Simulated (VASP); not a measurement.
# Mo (P6/mmm) in VASP: notebook

Mo is run at these levels: PBEsol, LDA; tasks: relaxation of cell and atoms.

Program: VASP 6.6.1. These are calculated values, not measurements. Logs are shortened: lines on timing, memory, paths and dates and some standing lists are left out, and cuts for length are marked.

**1. The cell of the first run**

It takes space group P6/mmm (No. 191, hexagonal). Conventional cell: a = 2.736 Å, b = 2.736 Å, c = 2.555 Å, α = 90.00°, β = 90.00°, γ = 120.00°. Mo (site symmetry 6/mmm) has 8 Mo at 2.56 to 2.74 Å within 3.4 Å.

**2. Relaxation of cell and atoms, PBEsol**

File INCAR:

```
PREC = Accurate ; ENCUT = 600
EDIFF = 1E-6 ; ISMEAR = 0
SIGMA = 0.1 ; LREAL = F
LASPH = T ; NELM = 60
ALGO = Normal ; ISIF = 3
LWAVE = F ; LCHARG = F
GGA = PS ; IBRION = 2
NSW = 80 ; EDIFFG = -0.03
```

File KPOINTS:

```
regular mesh
0
Gamma
  14 14 13
```

File POSCAR:

```
Mo
1.0
    2.7355100000      0.0000000000      0.0000000000
   -1.3677550000      2.3690210000      0.0000000000
    0.0000000000      0.0000000000      2.5551810000
Mo
1
Direct
    0.0000000000      0.0000000000      0.5000000000
```

Potentials or basis: VASP PAW PBE potentials, release 64 (Mo_sv).

Command:

```bash
cat potpaw_PBE.64/Mo_sv/POTCAR > POTCAR
mpirun -np 1 vasp_std > vasp.out
```

OUTCAR:

```text
PREC = Accurate
   ENCUT = 600
   EDIFF = 1E-6
   ISMEAR = 0
   LREAL = F
   LASPH = T
   NELM = 60
   ISIF = 3
   GGA = PS
   IBRION = 2
   NSW = 80
   EDIFFG = -0.03

 ion  position               nearest neighbor table
   1  0.000  0.000  0.500-

  LATTYP: Found a hexagonal cell.
 ALAT       =     2.7355100000
 C/A-ratio  =     0.9340784717

  Lattice vectors:

 A1 = (   2.7355100000,   0.0000000000,   0.0000000000)
 A2 = (  -1.3677550000,   2.3690210000,   0.0000000000)
 A3 = (   0.0000000000,   0.0000000000,   2.5551810000)

Analysis of symmetry for initial positions (statically):
=====================================================================
 Subroutine PRICEL returns:
 Original cell was already a primitive cell.

 Routine SETGRP: Setting up the symmetry group for a
 hexagonal supercell.

 Subroutine GETGRP returns: Found 24 space group operations
 (whereof 24 operations were pure point group operations)
 out of a pool of 24 trial point group operations.

The static configuration has the point symmetry D_6h.

Analysis of symmetry for dynamics (positions and initial velocities):
=====================================================================
 Subroutine PRICEL returns:
 Original cell was already a primitive cell.

 Routine SETGRP: Setting up the symmetry group for a
 hexagonal supercell.

 Subroutine GETGRP returns: Found 24 space group operations
 (whereof 24 operations were pure point group operations)
 out of a pool of 24 trial point group operations.

The dynamic configuration has the point symmetry D_6h.

 Subroutine INISYM returns: Found 24 space group operations
 (whereof 24 operations are pure point group operations),
 and found     1 'primitive' translations

----------------------------------------------------------------------------------------

                                     Primitive cell

  volume of cell :      16.5588

  direct lattice vectors                    reciprocal lattice vectors
     2.735510000  0.000000000  0.000000000     0.365562546  0.211057648  0.000000000
    -1.367755000  2.369021000  0.000000000     0.000000000  0.422115296  0.000000000
     0.000000000  0.000000000  2.555181000     0.000000000  0.000000000  0.391361708

  length of vectors
     2.735510000  2.735509868  2.555181000     0.422115275  0.422115296  0.391361708

  position of ions in fractional coordinates (direct lattice)
     0.000000000  0.000000000  0.500000000

  ion indices of the primitive-cell ions
   primitive index   ion index
                 1           1

----------------------------------------------------------------------------------------

 KPOINTS: regular mesh

Automatic generation of k-mesh.
 Grid dimensions read from file:
 generate k-points for:   14   14   13

 Generating k-lattice:

  Cartesian coordinates                     Fractional coordinates (reciprocal lattice)
     0.026111610  0.015075546  0.000000000     0.071428571  0.000000000  0.000000000
     0.000000000  0.030151093  0.000000000     0.000000000  0.071428571  0.000000000
     0.000000000  0.000000000  0.030104747     0.000000000  0.000000000  0.076923077

  Length of vectors
     0.030151091  0.030151093  0.030104747

  Shift w.r.t. Gamma in fractional coordinates (k-lattice)
     0.000000000  0.000000000  0.000000000

 Subroutine IBZKPT returns following result:
 ===========================================

 Found    168 irreducible k-points:

 Following reciprocal coordinates:
            Coordinates               Weight
  0.000000  0.000000  0.000000      1.000000
  0.071429  0.000000  0.000000      6.000000
  0.142857  0.000000  0.000000      6.000000
  0.214286  0.000000  0.000000      6.000000
  0.285714  0.000000  0.000000      6.000000
  0.357143  0.000000  0.000000      6.000000
[... 16 lines left out ...]
  0.285714  0.285714  0.000000      6.000000
  0.357143  0.285714  0.000000      6.000000
 [... further k-points ...]
   k-points           NKPTS =    168   k-points in BZ     NKDIM =    168   number of bands    NBANDS=     11
   number of dos      NEDOS =    301   number of ions     NIONS =      1
   total plane-waves  NPLWV =  11520
   dimension x,y,z NGX =    24 NGY =   24 NGZ =   20
   dimension x,y,z NGXF=    48 NGYF=   48 NGZF=   40
   ions per type =               1
   NGX,Y,Z   is equivalent  to a cutoff of  14.59, 14.59, 13.01 a.u.
   NGXF,Y,Z  is equivalent  to a cutoff of  29.17, 29.17, 26.02 a.u.
 SYSTEM =  unknown system
   PREC   = accura    normal or accurate (medium, high low for compatibility)
   ISTART =      0    job   : 0-new  1-cont  2-samecut
   ICHARG =      2    charge: 1-file 2-atom 10-const
   ISPIN  =      1    spin polarized calculation?
   LNONCOLLINEAR =      F non collinear calculations
   LSORBIT =      F    spin-orbit coupling
   LASPH  =      T    aspherical Exc in radial PAW
   ENCUT  =  600.0 eV  44.10 Ry    6.64 a.u.   5.46  5.46  5.10*2*pi/ulx,y,z
   NELM   =     60;   NELMIN=  2; NELMDL= -5     # of ELM steps
   EDIFF  = 0.1E-05   stopping-criterion for ELM
   LREAL  =      F    real-space projection
   EDIFFG = -.3E-01   stopping-criterion for IOM
   NSW    =     80    number of steps for IOM
   IBRION =      2    ionic relax: 0-MD 1-quasi-New 2-CG
   NFREE  =      1    steps in history (QN), initial steepest desc. (CG)
   ISIF   =      3    stress and relaxation
   ISYM   =      2    0-nonsym 1-usesym 2-fastsym
   POTIM  = 0.5000    time-step for ionic-motion
   TEBEG  =    0.0;   TEEND  =   0.0 temperature during run
   PSTRESS=    0.0 pullay stress
   NELECT =      14.0000    total number of electrons
   NUPDOWN=      -1.0000    fix difference up-down
   EMIN   =  10.00;   EMAX   =-10.00  energy-range for DOS
   EFERMI =   0.00;   METHOD = LEGACY
   ISMEAR =     0;   SIGMA  =   0.10  broadening in eV -4-tet -1-fermi 0-gaus
   EFERMI_NEDOS =   21; number of points for ismear=-14 and -15
   IALGO  =     38    algorithm
   IMIX   =      4    mixing-type and parameters
     AMIX     =   0.40;   BMIX     =  1.00
     AMIX_MAG =   1.60;   BMIX_MAG =  1.00
  volume/ion in A,a.u.               =      16.56       111.74
  Fermi-wavevector in a.u.,A,eV,Ry     =   1.548013  2.925320 32.604234  2.396344
  Thomas-Fermi vector in A             =   2.653024
   LORBIT       =      0    0 simple, 1 ext, 2 COOP (PROOUT), +10 PAW based schemes
   GGA     = PS    functional components
   LHFCALC =     F    Hartree Fock is set to
   AEXX    =    0.0000 exact exchange contribution
   IVDW    =     0    specifies the selected vdW correction
   LEPSILON=     F    determine dielectric tensor
   LRPA    =     F    only Hartree local field effects (RPA)
 conjugate gradient relaxation of ions
 non-spin polarized calculation
 Gauss-broadening in eV      SIGMA  =   0.10
  energy-cutoff  :      600.00
  volume of cell :       16.56
 maximum number of plane-waves:       575
 NGX is ok and might be reduce to    24
   NGX = 11   NGY = 11   NGZ = 11

--------------------------------------- Ionic step        1  -------------------------------------------

 number of electron      13.9999998 magnetization

 Free energy of the ion-electron system (eV)
  ---------------------------------------------------
  ext. energy  EPLUGINS =         0.00000000
  ---------------------------------------------------
  free energy    TOTEN  =       -10.86669999 eV

  energy without entropy =      -10.86257414  energy(sigma->0) =      -10.86463706

------------------------ aborting loop because EDIFF is reached ----------------------------------------

  FORCE on cell =-STRESS in cart. coord.  units (eV):
  Direction    XX          YY          ZZ          XY          YZ          ZX
  --------------------------------------------------------------------------------------
  -------------------------------------------------------------------------------------
  Total       -0.1314250     -0.1314249     -0.6763573      0.0000000     -0.0000000      0.0000000
  in kB      -12.7162639    -12.7162623    -65.4421966      0.0000000     -0.0000000      0.0000000
  external PRESSURE =     -30.2915743 kB  Pullay stress =       0.0000000 kB
[... 125 lines left out ...]
  energy  without entropy=      -10.8659022519  energy(sigma->0) =      -10.86861289

--------------------------------------- Ionic step        5  -------------------------------------------

 number of electron      14.0000000 magnetization

 Free energy of the ion-electron system (eV)
  ---------------------------------------------------
  ext. energy  EPLUGINS =         0.00000000
  ---------------------------------------------------
  free energy    TOTEN  =       -10.87160253 eV

  energy without entropy =      -10.86623770  energy(sigma->0) =      -10.86892011

 E-fermi :  11.5069     XC(G=0): -13.1931

 val. band max:       11.5067822711   @ k =   0.3571   0.2857   0.2308
 cond. band min:      11.5428359148   @ k =   0.2143   0.2143   0.3077
 fundamental gap:      0.0360536437
 Fermi energy:        11.5069035238

 k-point     1 :       0.0000    0.0000    0.0000
  band No.  band energies     occupation
      1     -49.3259      2.00000
      2     -22.6309      2.00000
      3     -22.6309      2.00000
      4     -22.4473      2.00000
      5       4.7691      2.00000
      6       7.2217      2.00000
      7      10.6742      2.00000
      8      10.6742      2.00000
      9      15.8936      0.00000
     10      15.8936      0.00000
     11      24.5185      0.00000
[... 309 lines left out ...]
 k-point    24 :       0.3571    0.2857    0.0000
  band No.  band energies     occupation
      1     -49.0732      2.00000
      2     -23.7041      2.00000
      3     -23.4944      2.00000
      4     -22.2764      2.00000
      5       8.5677      2.00000
      6       9.0639      2.00000
      7       9.9665      2.00000
      8      13.4897      0.00000
      9      13.9484      0.00000
     10      19.2974      0.00000
     11      20.1487      0.00000

 [... further k-points ...]
[... 5 lines left out ...]
  --------------------------------------------------------------------------------------
  -------------------------------------------------------------------------------------
  Total        0.0010492      0.0010492     -0.0138130     -0.0000000     -0.0000000      0.0000000
  in kB        0.1028984      0.1028983     -1.3547449     -0.0000000     -0.0000000      0.0000000
  external PRESSURE =      -0.3829827 kB  Pullay stress =       0.0000000 kB
[... 16 lines left out ...]
  FREE ENERGIE OF THE ION-ELECTRON SYSTEM (eV)
  ---------------------------------------------------
  free  energy   TOTEN  =       -10.8716025296 eV

  energy  without entropy=      -10.8662376983  energy(sigma->0) =      -10.86892011

 reached required accuracy - stopping structural energy minimisation
```

It took 46 s on 1 thread of Intel Xeon 6975P-C, shared host; peak memory 0.17 GiB.

Results:

- Free energy: -10.8716 eV
- Relaxed volume: 16.34 Å³/atom
- Relaxed cell: a = 2.737 Å, b = 2.737 Å, c = 2.517 Å, α = 90.00°, β = 90.00°, γ = 120.00°
- Space group after relaxing (to 0.05 Å): P6/mmm (No. 191)
- Energy gained by relaxing: 4.9 meV/atom
- Ionic steps: 5
- Pressure after relaxing: 0.0 GPa
- Band gap on the k mesh: zero (band 7 reaches 12.63 eV, above the bottom of band 8 at 10.67 eV)

Step by step:
```tsv
step	energy change (eV)	largest force (eV/Å)	pressure (GPa)	volume (Å³)
1	0.0000	0.0000	-3.03	16.56
2	0.0084	0.0000	7.67	15.82
3	-0.0044	0.0000	0.77	16.28
4	-0.0046	0.0000	-0.64	16.38
5	-0.0049	0.0000	-0.04	16.34
```

Final structure:
```yaml
crystal:
  lattice:
    - [2.73739, 0.00000, 0.00000]
    - [-1.36869, 2.37065, 0.00000]
    - [0.00000, 0.00000, 2.51732]
  atoms:
    - { symbol: Mo, position: [0.00000, 0.00000, 0.50000] }
```

Levels at points of the mesh, in eV from the Fermi level:
```tsv
k point	band 4	band 5	band 6	band 7	band 8	band 9	band 10	band 11
(0.00, 0.00, 0.00)	-33.95	-6.74	-4.29	-0.83	-0.83	4.39	4.39	13.01
(0.50, 0.00, 0.00)	-33.80	-4.88	-3.13	1.12	1.33	3.73	4.52	10.29
```

Caveat: the PAW data sets were made with another functional, which shifts forces and pressure a little.

**3. Relaxation of cell and atoms, LDA**

File INCAR:

```
  PREC = Accurate
  ENCUT = 600
  EDIFF = 1E-6
  ISMEAR = 0
  SIGMA = 0.1
  LREAL = F
  LASPH = T
  NELM = 100
  ALGO = Normal
  ISIF = 3
  LWAVE = F
  LCHARG = F
  IBRION = 2
  NSW = 80
  EDIFFG = -0.03
```

KPOINTS is that of step 2.

POSCAR is that of step 2.

Potentials or basis: VASP PAW LDA potentials, release 64 (Mo_sv).

Command:

```bash
cat potpaw_LDA.64/Mo_sv/POTCAR > POTCAR
mpirun -np 1 vasp_std > vasp.out
```

OUTCAR:

```text
PREC = Accurate
   ENCUT = 600
   EDIFF = 1E-6
   ISMEAR = 0
   LREAL = F
   LASPH = T
   NELM = 100
   ISIF = 3
   IBRION = 2
   NSW = 80
   EDIFFG = -0.03

 ion  position               nearest neighbor table
   1  0.000  0.000  0.500-

  LATTYP: Found a hexagonal cell.
 ALAT       =     2.7355100000
 C/A-ratio  =     0.9340784717

  Lattice vectors:

 A1 = (   2.7355100000,   0.0000000000,   0.0000000000)
 A2 = (  -1.3677550000,   2.3690210000,   0.0000000000)
 A3 = (   0.0000000000,   0.0000000000,   2.5551810000)

Analysis of symmetry for initial positions (statically):
=====================================================================
 Subroutine PRICEL returns:
 Original cell was already a primitive cell.

 Routine SETGRP: Setting up the symmetry group for a
 hexagonal supercell.

 Subroutine GETGRP returns: Found 24 space group operations
[... 354 lines left out ...]
 fundamental gap:      0.0135320800
 Fermi energy:        11.7618656284

 k-point     1 :       0.0000    0.0000    0.0000
  band No.  band energies     occupation
      1     -48.8176      2.00000
      2     -22.2352      2.00000
      3     -22.2352      2.00000
      4     -22.0267      2.00000
      5       5.0311      2.00000
      6       7.3850      2.00000
      7      10.8936      2.00000
      8      10.8936      2.00000
      9      16.2552      0.00000
     10      16.2552      0.00000
     11      24.8066      0.00000
[... 309 lines left out ...]
 k-point    24 :       0.3571    0.2857    0.0000
  band No.  band energies     occupation
      1     -48.5451      2.00000
      2     -23.3694      2.00000
      3     -23.1482      2.00000
      4     -21.8461      2.00000
      5       8.7711      2.00000
      6       9.3033      2.00000
      7      10.2387      2.00000
      8      13.7999      0.00000
      9      14.2673      0.00000
     10      19.7105      0.00000
     11      20.5339      0.00000

 [... further k-points ...]
[... 5 lines left out ...]
  --------------------------------------------------------------------------------------
  -------------------------------------------------------------------------------------
  Total       -0.0055953     -0.0055953     -0.0125271      0.0000000      0.0000000      0.0000000
  in kB       -0.5584831     -0.5584830     -1.2503585      0.0000000      0.0000000      0.0000000
  external PRESSURE =      -0.7891082 kB  Pullay stress =       0.0000000 kB
[... 16 lines left out ...]
  FREE ENERGIE OF THE ION-ELECTRON SYSTEM (eV)
  ---------------------------------------------------
  free  energy   TOTEN  =       -11.2391267233 eV

  energy  without entropy=      -11.2335609076  energy(sigma->0) =      -11.23634382

 reached required accuracy - stopping structural energy minimisation
```

OSZICAR:

```text
N       E                     dE             d eps       ncg     rms          rms(c)
DAV:   1     0.129162105133E+03    0.12916E+03   -0.10004E+04  3704   0.148E+03
DAV:   2    -0.981898640775E+01   -0.13898E+03   -0.13501E+03  3999   0.400E+02
[... 43 lines left out ...]
   5 F= -.11239005E+02 E0= -.11236268E+02  d E =-.885127E-03
       N       E                     dE             d eps       ncg     rms          rms(c)
DAV:   1    -0.112416154706E+02   -0.26102E-02   -0.61347E-02  3696   0.315E+00    0.284E-01
DAV:   2    -0.112393457197E+02    0.22698E-02   -0.28166E-03  3801   0.587E-01    0.874E-02
DAV:   3    -0.112391265632E+02    0.21916E-03   -0.53571E-04  3885   0.231E-01    0.311E-02
DAV:   4    -0.112391271887E+02   -0.62548E-06   -0.11655E-05  3936   0.403E-02    0.500E-03
DAV:   5    -0.112391267233E+02    0.46543E-06   -0.79143E-07  2100   0.104E-02
   6 F= -.11239127E+02 E0= -.11236344E+02  d E =-.100646E-02
```

Wall time 49 s (1 thread of Intel Xeon 6975P-C, shared host); peak memory 0.16 GiB.

Results:

```yaml
Free_energy: -11.2391 eV
Relaxed_volume: 16.05 Å³/atom
Relaxed_cell: a = 2.724 Å, b = 2.724 Å, c = 2.498 Å, α = 90.00°, β = 90.00°, γ = 120.00°
Space_group_after_relaxing_to_0.05_Å: P6/mmm (No. 191)
Energy_gained_by_relaxing: 14.4 meV/atom
Ionic_steps: 6
Pressure_after_relaxing: -0.1 GPa
Band_gap_on_the_k_mesh: zero (band 7 reaches 13.00 eV, above the bottom of band 8 at 10.89 eV)
```

Step by step:
| step | energy change (eV) | largest force (eV/Å) | pressure (GPa) | volume (Å³) |
| --- | --- | --- | --- | --- |
| 1 | 0.0000 | 0.0000 | -6.85 | 16.56 |
| 2 | 0.0529 | 0.0000 | 19.84 | 14.92 |
| 3 | -0.0134 | 0.0000 | 0.36 | 16.03 |
| 4 | -0.0134 | 0.0000 | 0.48 | 16.02 |
| 5 | -0.0143 | 0.0000 | -0.25 | 16.06 |
| 6 | -0.0144 | 0.0000 | -0.08 | 16.05 |

Final structure:
```
CELL_PARAMETERS angstrom
2.72390 0.00000 0.00000
-1.36195 2.35897 0.00000
0.00000 0.00000 2.49812
ATOMIC_POSITIONS crystal
Mo 0.00000 0.00000 0.50000
```

Levels at points of the mesh, in eV from the Fermi level:
| k point | band 3 | band 4 | band 5 | band 6 | band 7 | band 8 | band 9 | band 10 | band 11 |
| --- | --- | --- | --- | --- | --- | --- | --- | --- | --- |
| (0.00, 0.00, 0.00) | -34.00 | -33.79 | -6.73 | -4.38 | -0.87 | -0.87 | 4.49 | 4.49 | 13.04 |
| (0.50, 0.00, 0.00) | -34.34 | -33.63 | -4.96 | -3.19 | 1.24 | 1.37 | 3.82 | 4.61 | 10.50 |
